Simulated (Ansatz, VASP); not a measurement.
**Two plane-wave programs on MgBe2Te3**

```
Mg Be Te
1.0
     7.55445    0.00000    0.00000
    -3.77722    6.54234    0.00000
     0.00000    0.00000    3.41779
Mg Be Te
1 2 3
Cartesian
  0.0000 0.0000 2.0330
  3.7772 2.1808 3.0403
  0.0000 4.3616 3.0403
  1.8886 3.2712 2.0732
  3.7772 0.0000 2.0732
  -1.8886 3.2712 2.0732
```

Change from the starting cell: species swapped into the ErCo3Ge2 type (P6mm, No. 183).

Alike in both runs: functional PBE; k mesh 3 × 3 × 6; occupations gaussian, width 0.1 eV; no spin polarisation.

Ansatz relaxed the structure, and its values are those at the end. VASP's run is a single point on that final structure, the one shown.

```csv
,VASP,Ansatz
version,VASP 6.6.1,Ansatz 0.2.0
potentials or method,"VASP PAW PBE potentials, release 64 (Mg, Be, Te), cutoff 520 eV","scalar-relativistic, plane waves, PAW"
valence electrons in the cell,24,62
```

|  | VASP | Ansatz | Ansatz less VASP |
| --- | --- | --- | --- |
| gap on the k mesh at the Fermi level (eV) | none | none | - |
| pressure (GPa) | 0.0 | 0.0 | -0.07 |
| rms of the force components (eV/Å) | 0.020 | 0.010 | -0.0095 |

A gap of «none» marks a metal or a gap that the smearing closes. VASP's potentials hold 24 valence electrons a cell and Ansatz's 62, so a difference there can come from the potentials and not from the codes.

Neither program's run includes spin-orbit coupling.
